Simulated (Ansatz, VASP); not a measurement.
## Re in VASP and in Ansatz

Contents of INCAR:

```
PREC = Accurate
ENCUT = 560
EDIFF = 1E-6
ISMEAR = -1
SIGMA = 0.05
LREAL = False
LASPH = True
NELM = 120
ALGO = Normal
ISIF = 2
LWAVE = False
LCHARG = True
LELF = True
LVHAR = True
NBANDS = 22
GGA_COMPAT = False
```

The input KPOINTS:

```
Automatic mesh
0
Gamma
  6 6 4
```

File POSCAR:

```
Re
1.0
    2.7608000000      0.0000000000      0.0000000000
   -1.3804000000      2.3909229348      0.0000000000
    0.0000000000      0.0000000000      4.4582000000
Re
2
Direct
    0.6666666667      0.3333333333      0.7500000000
    0.3333333333      0.6666666667      0.2500000000
```

The input input.yaml:

```yaml
crystal:
  lattice:
    - [2.7608, 0.0, 0.0]
    - [-1.3804, 2.3909229348, 0.0]
    - [0.0, 0.0, 4.4582]
  atoms:
    - { symbol: Re, position: [0.6666666667, 0.3333333333, 0.75] }
    - { symbol: Re, position: [0.3333333333, 0.6666666667, 0.25] }
hamiltonian:
  xc: lda
  pseudopotentials: { kind: paw }
kpoints:
  mp_grid: { grid: [6, 6, 4] }
  band_path:
    path:
      - [[0.0, 0.0, 0.0], [0.5, 0.0, 0.0], [0.3333333333, 0.3333333333, 0.0], [0.0, 0.0, 0.0], [0.0, 0.0, 0.5], [0.5, 0.0, 0.5], [0.3333333333, 0.3333333333, 0.5], [0.0, 0.0, 0.5]]
      - [[0.5, 0.0, 0.5], [0.5, 0.0, 0.0]]
      - [[0.3333333333, 0.3333333333, 0.0], [0.3333333333, 0.3333333333, 0.5]]
    npoints: 14
scf:
  occupations: { method: fermi_dirac, width: 0.05 }
  n_extra_bands: 6
output:
  forces: true
  stress: true
  eigenvalues: true
  fatbands: true
```

Alike in both runs: functional LDA; k mesh 6 × 6 × 4; occupations fermi-dirac, width 0.05 eV; no spin polarisation.

```csv
,VASP,Ansatz
version,VASP 6.6.1,Ansatz 0.2.0
potentials or method,"VASP PAW LDA potentials, release 64 (Re_sv_GW)",Ansatz PAW
plane-wave cutoff (eV),560,420
valence electrons in the cell,30,30
task,single point,band structure
```

```csv
,VASP,Ansatz,Ansatz less VASP
gap on the k mesh at the Fermi level (eV),none,none,-
pressure (GPa),-9.5,-9.4,+0.05
"traceless stress, the component that is largest in VASP (GPa)",0.88,0.85,-0.031
```

LDA's correlation is that of Perdew and Zunger in VASP and of Perdew and Wang (1992) in Ansatz. A gap of «none» marks a metal or a gap that the smearing closes.

The k mesh is coarse, so the values compare programs but aren't converged. Neither program's run includes spin-orbit coupling.
